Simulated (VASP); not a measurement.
A run of VASP 6.6.1:

INCAR

```
SYSTEM = Ti3InC
PREC = Accurate
ENCUT = 520
EDIFF = 1E-6
ISMEAR = 0
SIGMA = 0.15
LREAL = .FALSE.
LASPH = .TRUE.
NELM = 60
ALGO = Normal
ISIF = 2
LWAVE = .FALSE.
LCHARG = .FALSE.
GGA = PS
NBANDS = 34
```

KPOINTS

```
regular mesh
0
G
  10 10 10
  0 0 0
```

Contents of POSCAR:

```
Ti3InC
1.0
    4.0838548087      0.0000000000      0.0000000000
    0.0000000000      4.0838548087      0.0000000000
    0.0000000000      0.0000000000      4.0838548087
Ti In C
3 1 1
Direct
    0.5000000000      0.5000000000      0.0000000000
    0.5000000000      0.0000000000      0.5000000000
    0.0000000000      0.5000000000      0.5000000000
    0.0000000000      0.0000000000      0.0000000000
    0.5000000000      0.5000000000      0.5000000000
```

Potentials or basis: VASP PAW PBE potentials, release 64 (Ti_sv, In_d, C).

Launch:

```bash
$ cat potpaw_PBE.64/Ti_sv/POTCAR potpaw_PBE.64/In_d/POTCAR potpaw_PBE.64/C/POTCAR > POTCAR
$ mpirun -np 1 vasp_std > vasp.out
```

Hardware: 1 thread of Intel(R) Xeon(R) 6975P-C (Granite Rapids) (shared host).

How long does it take, and how much memory?

Run time: 51 s on 1 thread of Intel(R) Xeon(R) 6975P-C (Granite Rapids), with other jobs on the host, peak memory 0.25 GiB. Counts: scf iterations 15, k points 56.
